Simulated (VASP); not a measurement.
Ni:

```
Ni
1.0
     0.00000    1.76795    1.76795
     1.76795    0.00000    1.76795
     1.76795    1.76795    0.00000
Ni
1
Direct
  0.00000 0.00000 0.00000
```

* Program: VASP 6.6.1
* Task: relaxation of cell and atoms
* Functional: PBEsol
* Potentials or basis: VASP PAW PBE potentials, release 64 (Ni)
* Cutoff: 600 eV
* k mesh: 8 × 8 × 8
* Occupations: gaussian, width 0.1 eV
* Spin: collinear spin, ferromagnetic start
* Starting moments: [0.81] μB

At the start: pressure -12.2 GPa; volume 11.05 Å³/atom.

**Question.** Where does the relaxation end?

**Answer.** Over 3 steps the energy falls by 26.4 meV/atom and the volume is 10.40 Å³/atom (-5.9 %); space group Fm-3m (No. 225, to 0.1 Å) before and after; moment 0.70 μB per cell.

The path:
| step | energy change (eV) | largest force (eV/Å) | pressure (GPa) | volume (Å³) |
| --- | --- | --- | --- | --- |
| 1 | 0.0000 | 0.0000 | -12.22 | 11.05 |
| 2 | 0.0049 | 0.0000 | 16.86 | 9.76 |
| 3 | -0.0264 | 0.0000 | -0.23 | 10.40 |

Final structure:
```cif
data_structure
_symmetry_space_group_name_H-M 'P 1'
_symmetry_Int_Tables_number 1
_cell_length_a 2.4502
_cell_length_b 2.4502
_cell_length_c 2.4502
_cell_angle_alpha 60.000
_cell_angle_beta 60.000
_cell_angle_gamma 60.000
_cell_volume 10.40
loop_
_atom_site_label
_atom_site_type_symbol
_atom_site_fract_x
_atom_site_fract_y
_atom_site_fract_z
_atom_site_occupancy
Ni1 Ni 0.00000 0.00000 0.00000 1
```

Caveat: the k points lie up to 0.39 Å⁻¹ apart in the final cell; the PAW data sets were made with another functional, which shifts forces and pressure a little.
